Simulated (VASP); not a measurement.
Write the native input for VASP 6.6.1 that does the following.

```yaml
Task: single point
Functional: PBE
Potentials_or_basis: VASP PAW PBE potentials, release 64 (In_d, Te, W_sv)
Cutoff: 520 eV
k_mesh: 12 × 12 × 4
Occupations: gaussian, width 0.1 eV
Spin: no spin polarisation
Dipole_correction: no
Further_INCAR_settings: ALGO = Normal; EDIFF = 1e-06; NBANDS = 34
```

The structure of InTe4W lies in POSCAR:

```
InTe4W
1.0
    3.2597598349      0.0000000000      0.0000000000
    0.0000000000      3.2597598349      0.0000000000
    0.0000000000      0.0000000000     16.4057769491
In Te W
1 4 1
Direct
    0.0000000000      0.0000000000      0.0000000000
    0.5000000000      0.5000000000      0.1689464880
    0.0000000000      0.0000000000      0.6036887874
    0.0000000000      0.0000000000      0.3963112126
    0.5000000000      0.5000000000      0.8310535120
    0.5000000000      0.5000000000      0.5000000000
```

The cell was built from a structure type or drawn by symmetry, and may not be a known phase.

One way to write it, as run:

INCAR

```
PREC = Accurate
ENCUT = 520
EDIFF = 1E-6
ISMEAR = 0
SIGMA = 0.1
LREAL = False
LASPH = True
NELM = 60
ALGO = Normal
ISIF = 2
LWAVE = False
LCHARG = True
GGA = PE
LELF = True
LVHAR = True
NBANDS = 34
```

KPOINTS

```
regular mesh
0
Gamma
  12 12 4
```

Potentials or basis: VASP PAW PBE potentials, release 64 (In_d, Te, W_sv).

The run is started by

```console
$ cat potpaw_PBE.64/In_d/POTCAR potpaw_PBE.64/Te/POTCAR potpaw_PBE.64/W_sv/POTCAR > POTCAR
$ mpirun -np 1 vasp_std > vasp.out
```

Results of the run:

```yaml
Pressure: 0.0 GPa
Largest_force: 0.012 eV/Å
Band_gap_on_the_k_mesh: zero (an odd number of electrons rules out a gap without spin polarisation)
```

Caveat: spin-orbit coupling is left out, which moves the levels of the heavy elements; this functional lacks dispersion, which binds the layers, so the pressure and a relaxed spacing across them are unreliable.

Wall time 3.9 min on 1 thread of Intel(R) Xeon(R) 6975P-C (Granite Rapids), on a shared host, peak memory 0.59 GiB.
